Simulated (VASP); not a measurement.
Write the native input for VASP 6.6.1 that does the following.

| Quantity | Value |
| --- | --- |
| Task | electric field gradients |
| Functional | LDA |
| Potentials or basis | VASP PAW LDA potentials, release 64 (Hf_pv, N) |
| Cutoff | 520 eV |
| k mesh | 8 × 8 × 12 |
| Occupations | fermi-dirac, width 0.15 eV |
| Spin | no spin polarisation |
| Dipole correction | no |
| Further INCAR settings | ALGO = Normal; EDIFF = 1e-08; NBANDS = 34 |

The structure of Hf2N lies in POSCAR:

```
Hf2N
1.0
    5.2524320376      0.0000000000      0.0000000000
    0.0000000000      5.2524320376      0.0000000000
    0.0000000000      0.0000000000      3.2014546029
Hf N
4 2
Direct
    0.2952757076      0.2952757076      0.0000000000
    0.7047242924      0.7047242924      0.0000000000
    0.7952757076      0.2047242924      0.5000000000
    0.2047242924      0.7952757076      0.5000000000
    0.0000000000      0.0000000000      0.0000000000
    0.5000000000      0.5000000000      0.5000000000
```

The input as run:

INCAR

```
SYSTEM = Hf2N
PREC     = Accurate       ! precision mode
ENCUT    = 520            ! plane-wave cutoff, eV
EDIFF    = 1E-8           ! SCF threshold, eV
ISMEAR   = -1             ! smearing method
SIGMA    = 0.15           ! smearing width, eV
LREAL    = .FALSE.        ! projectors in reciprocal space
LASPH    = .TRUE.         ! aspherical terms in the spheres
NELM     = 60             ! most SCF steps
ALGO     = Normal         ! electronic algorithm
ISIF     = 2              ! what is computed and relaxed
LWAVE    = .FALSE.        ! write WAVECAR
LCHARG   = .FALSE.        ! write CHGCAR
LEFG     = .TRUE.       
NBANDS   = 34             ! bands
```

KPOINTS

```
Automatic mesh
0
G
  8 8 12
  0 0 0
```

Potentials or basis: VASP PAW LDA potentials, release 64 (Hf_pv, N).

Command:

```console
$ cat potpaw_LDA.64/Hf_pv/POTCAR potpaw_LDA.64/N/POTCAR > POTCAR
$ mpirun -np 1 vasp_std > vasp.out
```

Results of the run:

The pressure is -0.2 GPa, the largest force is 0.003 eV/Å and the band gap on the k mesh is zero (bands 25 and 26 overlap by 2.78 eV). The largest electric field gradient by atom is Hf +222.3; N -3.2 V/Å².

Caveat: without QUAD_EFG the Cq values of the log hold for a quadrupole moment of 1 mb, not for the nuclei; spin-orbit coupling is left out, which moves the levels of the heavy elements.

Wall time 8.1 min on 1 thread of Intel Xeon 8259CL, with other jobs on the host, peak memory 0.34 GiB.
